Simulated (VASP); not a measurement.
# SnSe (Fm-3m) in VASP: further runs

The runs below take SnSe through single point, relaxation of cell and atoms, with r2SCAN+D4, r2SCAN.

Program: VASP 6.6.1. These are calculated values, not measurements. Logs are shortened: lines on timing, memory, paths and dates and some standing lists are left out, and cuts for length are marked.

### Step 1. The cell of the first run

It takes space group Fm-3m (No. 225, cubic). The conventional cell has a = 6.060 Å, b = 6.060 Å, c = 6.060 Å, α = 90.00°, β = 90.00°, γ = 90.00°. Within 4.0 Å of Sn (site symmetry m-3m) lie 6 Se at 3.03 Å. Se (site symmetry m-3m) has 6 Sn at 3.03 Å within 4.0 Å.

### Step 2. Single point, r2SCAN+D4

Contents of POSCAR:

```
SnSe
1.0
    0.0000000000      3.0299343558      3.0299343558
    3.0299343558      0.0000000000      3.0299343558
    3.0299343558      3.0299343558      0.0000000000
Sn Se
1 1
Direct
    0.0000000000      0.0000000000      0.0000000000
    0.5000000000      0.5000000000      0.5000000000
```

Contents of INCAR.step1:

```
SYSTEM = SnSe
PREC     = Accurate       ! precision mode
ENCUT    = 520            ! plane-wave cutoff, eV
ISMEAR   = -1             ! smearing method
SIGMA    = 0.05           ! smearing width, eV
LREAL    = .False.        ! projectors in reciprocal space
LASPH    = .True.         ! aspherical terms in the spheres
NELM     = 80             ! most SCF steps
NBANDS   = 17             ! bands
GGA      = PE             ! functional
ALGO     = Normal         ! electronic algorithm
EDIFF    = 1E-4           ! SCF threshold, eV
LWAVE    = .True.         ! write WAVECAR
LCHARG   = .False.        ! write CHGCAR
```

Contents of INCAR.step2:

```
SYSTEM = SnSe
PREC     = Accurate       ! precision mode
ENCUT    = 520            ! plane-wave cutoff, eV
EDIFF    = 1E-7           ! SCF threshold, eV
ISMEAR   = -1             ! smearing method
SIGMA    = 0.05           ! smearing width, eV
LREAL    = .False.        ! projectors in reciprocal space
LASPH    = .True.         ! aspherical terms in the spheres
NELM     = 80             ! most SCF steps
ALGO     = Normal         ! electronic algorithm
ISIF     = 2              ! what is computed and relaxed
LWAVE    = .False.        ! write WAVECAR
LCHARG   = .False.        ! write CHGCAR
METAGGA  = R2SCAN         ! meta-GGA
LMIXTAU  = .True.       
IVDW     = 13             ! dispersion correction
VDW_S6   = 1.0          
VDW_S8   = 0.6018749    
VDW_A1   = 0.51559235   
VDW_A2   = 5.77342911   
NBANDS   = 17             ! bands
ISTART   = 1
```

Contents of KPOINTS:

```
regular mesh
0
Gamma
  8 8 8
  0 0 0
```

Potentials or basis: VASP PAW PBE potentials, release 64 (Sn_d, Se).

Launch:

```
$ cat potpaw_PBE.64/Sn_d/POTCAR potpaw_PBE.64/Se/POTCAR > POTCAR
$ cp INCAR.step1 INCAR
$ mpirun -np 1 vasp_std > vasp.out
$ cp INCAR.step2 INCAR
$ mpirun -np 1 vasp_std > vasp.out
```

OUTCAR:

```text
SYSTEM = SnSe
   PREC = Accurate
   ENCUT = 520
   EDIFF = 1E-7
   ISMEAR = -1
   LREAL = .False.
   LASPH = .True.
   NELM = 80
   ISIF = 2
   METAGGA = R2SCAN
   IVDW = 13
   ISTART = 1

 ion  position               nearest neighbor table
   1  0.000  0.000  0.000-   2 3.03   2 3.03   2 3.03   2 3.03   2 3.03   2 3.03
   2  0.500  0.500  0.500-   1 3.03   1 3.03   1 3.03   1 3.03   1 3.03   1 3.03

  LATTYP: Found a face centered cubic cell.
 ALAT       =     6.0598687116

  Lattice vectors:

 A1 = (   0.0000000000,   3.0299343558,   3.0299343558)
 A2 = (   3.0299343558,   0.0000000000,   3.0299343558)
 A3 = (   3.0299343558,   3.0299343558,   0.0000000000)

Analysis of symmetry for initial positions (statically):
=====================================================================
 Subroutine PRICEL returns:
 Original cell was already a primitive cell.

 Routine SETGRP: Setting up the symmetry group for a
 face centered cubic supercell.

 Subroutine GETGRP returns: Found 48 space group operations
[... 9 lines left out ...]

 Routine SETGRP: Setting up the symmetry group for a
 face centered cubic supercell.

 Subroutine GETGRP returns: Found 48 space group operations
[... 11 lines left out ...]
                                     Primitive cell

  volume of cell :      55.6326

  direct lattice vectors                    reciprocal lattice vectors
     0.000000000  3.029934356  3.029934356    -0.165020077  0.165020077  0.165020077
     3.029934356  0.000000000  3.029934356     0.165020077 -0.165020077  0.165020077
     3.029934356  3.029934356  0.000000000     0.165020077  0.165020077 -0.165020077

  length of vectors
     4.284974259  4.284974259  4.284974259     0.285823157  0.285823157  0.285823157

  position of ions in fractional coordinates (direct lattice)
     0.000000000  0.000000000  0.000000000
     0.500000000  0.500000000  0.500000000

  ion indices of the primitive-cell ions
   primitive index   ion index
                 1           1
                 2           2

----------------------------------------------------------------------------------------

 KPOINTS: regular mesh

Automatic generation of k-mesh.
 Grid dimensions read from file:
 generate k-points for:    8    8    8

 Generating k-lattice:

  Cartesian coordinates                     Fractional coordinates (reciprocal lattice)
    -0.020627510  0.020627510  0.020627510     0.125000000  0.000000000  0.000000000
[... 55 lines left out ...]
   LSORBIT =      F    spin-orbit coupling
   LASPH  =      T    aspherical Exc in radial PAW
   ENCUT  =  520.0 eV  38.22 Ry    6.18 a.u.   7.97  7.97  7.97*2*pi/ulx,y,z
   NELM   =     80;   NELMIN=  2; NELMDL=  0     # of ELM steps
   EDIFF  = 0.1E-06   stopping-criterion for ELM
   LREAL  =      F    real-space projection
   EDIFFG = 0.1E-05   stopping-criterion for IOM
   NSW    =      0    number of steps for IOM
   IBRION =     -1    ionic relax: 0-MD 1-quasi-New 2-CG
   NFREE  =      0    steps in history (QN), initial steepest desc. (CG)
   ISIF   =      2    stress and relaxation
   ISYM   =      2    0-nonsym 1-usesym 2-fastsym
   POTIM  = 0.5000    time-step for ionic-motion
   TEBEG  =    0.0;   TEEND  =   0.0 temperature during run
   PSTRESS=    0.0 pullay stress
   NELECT =      20.0000    total number of electrons
   NUPDOWN=      -1.0000    fix difference up-down
   EMIN   =  10.00;   EMAX   =-10.00  energy-range for DOS
   EFERMI =   0.00;   METHOD = LEGACY
   ISMEAR =    -1;   SIGMA  =   0.05  broadening in eV -4-tet -1-fermi 0-gaus
   EFERMI_NEDOS =   21; number of points for ismear=-14 and -15
   IALGO  =     38    algorithm
   IMIX   =      4    mixing-type and parameters
     AMIX     =   0.40;   BMIX     =  1.00
     AMIX_MAG =   1.60;   BMIX_MAG =  1.00
  volume/ion in A,a.u.               =      27.82       187.71
  Fermi-wavevector in a.u.,A,eV,Ry     =   1.164059  2.199752 18.436344  1.355033
  Thomas-Fermi vector in A             =   2.300601
   LORBIT       =      0    0 simple, 1 ext, 2 COOP (PROOUT), +10 PAW based schemes
   METAGGA = R2SCAN    functional components
   LHFCALC =     F    Hartree Fock is set to
   AEXX    =    0.0000 exact exchange contribution
   IVDW    =    13    specifies the selected vdW correction
   LEPSILON=     F    determine dielectric tensor
   LRPA    =     F    only Hartree local field effects (RPA)
 non-spin polarized calculation
  energy-cutoff  :      520.00
  volume of cell :       55.63
 maximum number of plane-waves:      1524
   NGX = 15   NGY = 15   NGZ = 15

 number of electron      19.9999999 magnetization

 Free energy of the ion-electron system (eV)
  ---------------------------------------------------
  ext. energy  EPLUGINS =         0.00000000
  ---------------------------------------------------
  free energy    TOTEN  =       -39.87478983 eV

  energy without entropy =      -39.87459944  energy(sigma->0) =      -39.87469463

 E-fermi :   5.6807     XC(G=0): -10.0931

 val. band max:        5.4986815010   @ k =   0.5000   0.0000   0.0000
 cond. band min:       5.8643827054   @ k =   0.5000   0.0000   0.0000
 fundamental gap:      0.3657012044
 Fermi energy:         5.6806814755

 k-point     1 :       0.0000    0.0000    0.0000
  band No.  band energies     occupation
      1     -17.0671      2.00000
      2     -17.0671      2.00000
      3     -17.0659      2.00000
      4     -17.0659      2.00000
      5     -17.0659      2.00000
      6      -9.0975      2.00000
[... 457 lines left out ...]
      4     -17.0578      2.00000
      5     -17.0529      2.00000
      6      -8.0203      2.00000
[... 9 lines left out ...]
     16      16.6335      0.00000
     17      16.6490      0.00000

 [... further k-points ...]

------------------------ aborting loop because EDIFF is reached ----------------------------------------

  DFT-D4 for vdW energy calculation

  Edisp (eV):   -0.26201

  FORCE on cell =-STRESS in cart. coord.  units (eV):
  Direction    XX          YY          ZZ          XY          YZ          ZX
  --------------------------------------------------------------------------------------
  -------------------------------------------------------------------------------------
  Total      -0.57400    -0.57400    -0.57400     0.00000     0.00000     0.00000
  in kB     -16.53078   -16.53078   -16.53078     0.00000     0.00000     0.00000
  external pressure =      -16.53 kB  Pullay stress =        0.00 kB

 VOLUME and BASIS-vectors are now :
 -----------------------------------------------------------------------------
  energy-cutoff  :      520.00
  volume of cell :       55.63
      direct lattice vectors                 reciprocal lattice vectors
     0.000000000  3.029934356  3.029934356    -0.165020077  0.165020077  0.165020077
     3.029934356  0.000000000  3.029934356     0.165020077 -0.165020077  0.165020077
     3.029934356  3.029934356  0.000000000     0.165020077  0.165020077 -0.165020077

 POSITION                                       TOTAL-FORCE (eV/Angst)
 -----------------------------------------------------------------------------------
      0.00000      0.00000      0.00000         0.000000      0.000000      0.000000
      3.02993      3.02993      3.02993        -0.000000     -0.000000     -0.000000
 -----------------------------------------------------------------------------------
    total drift:                                0.000000     -0.000000     -0.000000

  FREE ENERGIE OF THE ION-ELECTRON SYSTEM (eV)
  ---------------------------------------------------
  free  energy   TOTEN  =       -40.1367980645 eV

  energy  without entropy=      -40.1366076813  energy(sigma->0) =      -40.13670287
```

Run time: 3 min. Hardware: 1 thread of AMD EPYC 7R13, shared host; peak memory 0.17 GiB.

What came out:

```yaml
Free_energy: -40.1368 eV
Pressure: -1.7 GPa
Band_gap_on_the_k_mesh: 0.37 eV, direct
Dispersion_energy_per_atom: -0.131 eV
```

Caveat: the PAW data sets were made with another functional, which shifts forces and pressure a little; spin-orbit coupling is left out, which moves the levels of the heavy elements.

### Step 3. Single point, r2SCAN+D4

This run uses another cell than the first one, of 28.36 Å³/atom, 1.020 times its volume.

Contents of POSCAR:

```
SnSe
1.0
    0.0000000000      3.0496098055      3.0496098055
    3.0496098055      0.0000000000      3.0496098055
    3.0496098055      3.0496098055      0.0000000000
Sn Se
1 1
Direct
    0.0000000000      0.0000000000      0.0000000000
    0.5000000000      0.5000000000      0.5000000000
```

INCAR.step1 is that of step 2.

INCAR.step2, as its differences from that of step 2:

```diff
@@ -3,3 +3,3 @@
 ENCUT    = 520            ! plane-wave cutoff, eV
-EDIFF    = 1E-7           ! SCF threshold, eV
+EDIFF    = 1E-6           ! SCF threshold, eV
 ISMEAR   = -1             ! smearing method
```

KPOINTS is that of step 2.

Potentials or basis: VASP PAW PBE potentials, release 64 (Sn_d, Se).

Launch:

```
$ cat potpaw_PBE.64/Sn_d/POTCAR potpaw_PBE.64/Se/POTCAR > POTCAR
$ cp INCAR.step1 INCAR
$ mpirun -np 1 vasp_std > vasp.out
$ cp INCAR.step2 INCAR
$ mpirun -np 1 vasp_std > vasp.out
```

It took 3.5 min on 1 thread of AMD EPYC 7R13, shared host; peak memory 0.17 GiB.

Results (log left out):

```
Free energy                : -40.1242 eV
Pressure                   : -2.0 GPa
Band gap on the k mesh     : 0.28 eV, direct
Dispersion energy per atom : -0.130 eV
```

Levels at points of the mesh, in eV from the valence-band top:
| k point | band 8 | band 9 | band 10 | band 11 | band 12 | band 13 |
| --- | --- | --- | --- | --- | --- | --- |
| (0.00, 0.00, 0.00) | -2.54 | -2.54 | -2.54 | 4.18 | 4.18 | 4.18 |
| (0.50, 0.00, 0.00) | -2.28 | -2.28 | 0.00 | 0.28 | 1.14 | 1.14 |
| (0.50, 0.50, 0.00) | -5.69 | -3.93 | -3.93 | 3.22 | 5.21 | 5.21 |

Caveat: the PAW data sets were made with another functional, which shifts forces and pressure a little; spin-orbit coupling is left out, which moves the levels of the heavy elements. A k mesh can miss the band edges.

### Step 4. Single point, r2SCAN+D4

This run uses another cell than the first one, of 28.91 Å³/atom, 1.039 times its volume.

Contents of POSCAR:

```
SnSe
1.0
    0.0000000000      3.0690345955      3.0690345955
    3.0690345955      0.0000000000      3.0690345955
    3.0690345955      3.0690345955      0.0000000000
Sn Se
1 1
Direct
    0.0000000000      0.0000000000      0.0000000000
    0.5000000000      0.5000000000      0.5000000000
```

Contents of INCAR.step1:

```
PREC = Accurate
ENCUT = 520
ISMEAR = -1
SIGMA = 0.05
LREAL = F
LASPH = T
NELM = 60
NBANDS = 17
GGA = PE
ALGO = Normal
EDIFF = 1E-4
LWAVE = T
LCHARG = F
```

Contents of INCAR.step2:

```
PREC = Accurate
ENCUT = 520
EDIFF = 1E-6
ISMEAR = -1
SIGMA = 0.05
LREAL = F
LASPH = T
NELM = 60
ALGO = Normal
ISIF = 2
LWAVE = F
LCHARG = T
METAGGA = R2SCAN
LMIXTAU = T
IVDW = 13
VDW_S6 = 1.0
VDW_S8 = 0.6018749
VDW_A1 = 0.51559235
VDW_A2 = 5.77342911
LELF = T
LVHAR = T
NBANDS = 17
ISTART = 1
```

Contents of KPOINTS:

```
Automatic mesh
0
Gamma
  8 8 8
```

Launch:

```
$ cat potpaw_PBE.64/Sn_d/POTCAR potpaw_PBE.64/Se/POTCAR > POTCAR
$ cp INCAR.step1 INCAR
$ mpirun -np 1 vasp_std > vasp.out
$ cp INCAR.step2 INCAR
$ mpirun -np 1 vasp_std > vasp.out
```

Wall time 3.3 min (1 thread of AMD EPYC 7R13, shared host); peak memory 0.17 GiB.

Results (log left out):

* Free energy: -40.1106 eV
* Pressure: -2.1 GPa
* Band gap on the k mesh: 0.20 eV, direct
* Dispersion energy per atom: -0.131 eV

Levels at points of the mesh, in eV from the valence-band top:
```
           k point  band 7  band 8  band 9  band 10  band 11  band 12  band 13  band 14
(0.00, 0.00, 0.00)   -5.48   -2.49   -2.49    -2.49     4.10     4.10     4.10     6.09
(0.50, 0.00, 0.00)   -8.30   -2.24   -2.24     0.00     0.20     1.14     1.14     8.36
(0.50, 0.50, 0.00)   -6.38   -5.57   -3.85    -3.85     3.27     5.09     5.09     5.73
```

Caveat: the PAW data sets were made with another functional, which shifts forces and pressure a little; spin-orbit coupling is left out, which moves the levels of the heavy elements. A k mesh can miss the band edges.

### Step 5. Relaxation of cell and atoms, r2SCAN

This run uses another cell than the first one, of 27.27 Å³/atom, 0.980 times its volume.

Contents of POSCAR:

```
SnSe
1.0
    0.0000000000      3.0100000000      3.0100000000
    3.0100000000      0.0000000000      3.0100000000
    3.0100000000      3.0100000000      0.0000000000
Sn Se
1 1
Direct
    0.0000000000      0.0000000000      0.0000000000
    0.5000000000      0.5000000000      0.5000000000
```

Contents of INCAR.step1:

```
  PREC = Accurate
  ENCUT = 600
  ISMEAR = -1
  SIGMA = 0.05
  LREAL = F
  LASPH = T
  NELM = 60
  GGA = PE
  ALGO = Normal
  EDIFF = 1E-4
  LWAVE = T
  LCHARG = F
```

Contents of INCAR.step2:

```
  PREC = Accurate
  ENCUT = 600
  EDIFF = 1E-6
  ISMEAR = -1
  SIGMA = 0.05
  LREAL = F
  LASPH = T
  NELM = 60
  ALGO = Normal
  ISIF = 3
  LWAVE = F
  LCHARG = F
  METAGGA = R2SCAN
  LMIXTAU = T
  IBRION = 2
  NSW = 60
  EDIFFG = -0.01
  ISTART = 1
```

Contents of KPOINTS:

```
regular mesh
0
Gamma
  8 8 8
```

Potentials or basis: VASP PAW PBE potentials, release 64 (Sn_d, Se).

Launch:

```
$ cat potpaw_PBE.64/Sn_d/POTCAR potpaw_PBE.64/Se/POTCAR > POTCAR
$ cp INCAR.step1 INCAR
$ mpirun -np 1 vasp_std > vasp.out
$ cp INCAR.step2 INCAR
$ mpirun -np 1 vasp_std > vasp.out
```

OUTCAR:

```text
PREC = Accurate
   ENCUT = 600
   EDIFF = 1E-6
   ISMEAR = -1
   LREAL = F
   LASPH = T
   NELM = 60
   ISIF = 3
   METAGGA = R2SCAN
   IBRION = 2
   NSW = 60
   EDIFFG = -0.01
   ISTART = 1

 ion  position               nearest neighbor table
   1  0.000  0.000  0.000-   2 3.01   2 3.01   2 3.01   2 3.01   2 3.01   2 3.01
   2  0.500  0.500  0.500-   1 3.01   1 3.01   1 3.01   1 3.01   1 3.01   1 3.01

  LATTYP: Found a face centered cubic cell.
 ALAT       =     6.0200000000
[... 646 lines left out ...]

  FORCE on cell =-STRESS in cart. coord.  units (eV):
  Direction    XX          YY          ZZ          XY          YZ          ZX
  --------------------------------------------------------------------------------------
  -------------------------------------------------------------------------------------
  Total        0.0097654      0.0097654      0.0097654      0.0000000      0.0000000      0.0000000
  in kB        0.2876261      0.2876261      0.2876261      0.0000000      0.0000000      0.0000000
  external PRESSURE =       0.2876261 kB  Pullay stress =       0.0000000 kB

 VOLUME and BASIS-vectors are now :
 -----------------------------------------------------------------------------
  energy-cutoff  :      600.00
  volume of cell :       54.40
      direct lattice vectors                 reciprocal lattice vectors
    -0.000000000  3.007325442  3.007325442    -0.166260689  0.166260689  0.166260689
     3.007325442 -0.000000000  3.007325442     0.166260689 -0.166260689  0.166260689
     3.007325442  3.007325442 -0.000000000     0.166260689  0.166260689 -0.166260689

 POSITION                                       TOTAL-FORCE (eV/Angst)
 -----------------------------------------------------------------------------------
      6.01465      3.00733      3.00733        -0.000000     -0.000000      0.000000
      3.00733      3.00733      3.00733         0.000000      0.000000     -0.000000
 -----------------------------------------------------------------------------------
    total drift:                                0.000000      0.000000      0.000000

  FREE ENERGIE OF THE ION-ELECTRON SYSTEM (eV)
  ---------------------------------------------------
  free  energy   TOTEN  =       -39.8806292183 eV

  energy  without entropy=      -39.8805363752  energy(sigma->0) =      -39.88058280

 reached required accuracy - stopping structural energy minimisation
```

It took 7.2 min on 1 thread of AMD EPYC 7R13, shared host; peak memory 0.21 GiB.

What came out:

```
Free energy                            : -39.8806 eV
Relaxed volume                         : 27.20 Å³/atom
Relaxed cell                           : a = 4.253 Å, b = 4.253 Å, c = 4.253 Å, α = 60.00°, β = 60.00°, γ = 60.00°
Space group after relaxing (to 0.05 Å) : Fm-3m (No. 225)
Energy gained by relaxing              : 0.0 meV/atom
Ionic steps                            : 2
Pressure after relaxing                : 0.0 GPa
Band gap on the k mesh                 : 0.47 eV, direct
```

Final structure:
```
CELL_PARAMETERS angstrom
0.00000 3.00733 3.00733
3.00733 0.00000 3.00733
3.00733 3.00733 0.00000
ATOMIC_POSITIONS crystal
Sn 0.00000 0.00000 0.00000
Se 0.50000 0.50000 0.50000
```

Levels at points of the mesh, in eV from the valence-band top:
```tsv
k point	band 7	band 8	band 9	band 10	band 11	band 12	band 13	band 14
(0.00, 0.00, 0.00)	-5.25	-2.65	-2.65	-2.65	4.37	4.37	4.37	6.04
(0.50, 0.00, 0.00)	-8.59	-2.38	-2.38	0.00	0.47	1.13	1.13	8.58
(0.50, 0.50, 0.00)	-6.36	-5.97	-4.12	-4.12	3.10	5.48	5.48	6.17
```

Caveat: the PAW data sets were made with another functional, which shifts forces and pressure a little; spin-orbit coupling is left out, which moves the levels of the heavy elements. A k mesh can miss the band edges.

### Step 6. Overview

```csv
task,level,cell,cutoff (eV),gap on the mesh (eV),pressure (GPa)
single point,r2SCAN+D4,"a = 4.285 Å, angles 60.0°, 2 atoms",520,0.37,-1.7
single point,r2SCAN+D4,"a = 4.313 Å, angles 60.0°, 2 atoms",520,0.28,-2.0
single point,r2SCAN+D4,"a = 4.340 Å, angles 60.0°, 2 atoms",520,0.20,-2.1
relaxation of cell and atoms,r2SCAN,"relaxed from a = 4.257 Å, angles 60.0°, 2 atoms",600,0.47,0.0
```

Alike in all rows: potentials or basis VASP PAW PBE potentials, release 64 (Sn_d, Se); no spin polarisation; k mesh 8 × 8 × 8; smearing fermi-dirac 0.05 eV.

Caveats: the PAW data sets were made with another functional, which shifts forces and pressure a little; spin-orbit coupling is left out, which moves the levels of the heavy elements.

Total energies depend on the potentials used, so only differences within one code and one set of settings carry meaning.
